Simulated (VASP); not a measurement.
**ScAl3: single point with PBE**

Crystal: ScAl3.

```
CELL_PARAMETERS angstrom
2.82892 -4.08442 0.00000
2.82892 4.08442 0.00000
-0.11964 0.00000 2.82639
ATOMIC_POSITIONS crystal
Sc 0.50000 0.50000 0.00000
Al 0.00000 0.00000 0.00000
Al 0.50000 0.00000 0.50000
Al 0.00000 0.50000 0.50000
```

```yaml
Program: VASP 6.6.1
Task: single point
Functional: PBE
Potentials_or_basis: VASP PAW PBE potentials, release 64 (Sc_sv, Al)
Cutoff: 520 eV
k_mesh: 4 × 4 × 6
Occupations: gaussian, width 0.1 eV
Spin: no spin polarisation
```

- Pressure: 9.6 GPa
- Band gap on the k mesh: zero (band 10 reaches 8.46 eV, above the bottom of band 11 at 6.40 eV)

Stress tensor (GPa, compression positive):
```
 5.21  0.00  2.12
 0.00 11.55  0.00
 2.12  0.00 12.11
```

Levels at points of the mesh, in eV from the Fermi level:
```
           k point  band 6  band 7  band 8  band 9  band 10  band 11  band 12  band 13  band 14  band 15
(0.00, 0.00, 0.00)   -4.93   -4.34   -3.54   -3.16    -1.46    -0.97     1.74     3.42     3.54     4.12
(0.50, 0.00, 0.00)   -8.24   -4.23   -4.12   -1.41     0.13     0.66     1.53     3.27     3.49     3.63
(0.50, 0.50, 0.00)   -8.30   -5.75   -4.61   -0.80     0.12     2.30     2.69     3.20     3.21     3.48
(0.00, 0.00, 0.50)   -5.88   -2.26   -1.77   -1.71     0.12     0.25     0.32     0.63     1.27     1.29
(0.50, 0.00, 0.50)   -4.53   -3.95   -3.57   -2.39    -0.53     0.24     0.69     0.88     1.46     3.72
(0.50, 0.50, 0.50)   -4.05   -4.02   -3.72   -2.69    -1.85    -0.67     0.34     1.25     1.75     3.58
```

It took 39 s on 1 thread of AMD EPYC 9R45 (Zen 5), with other jobs on the host, peak memory 0.17 GiB.

Caveat: the k points lie up to 0.37 Å⁻¹ apart.
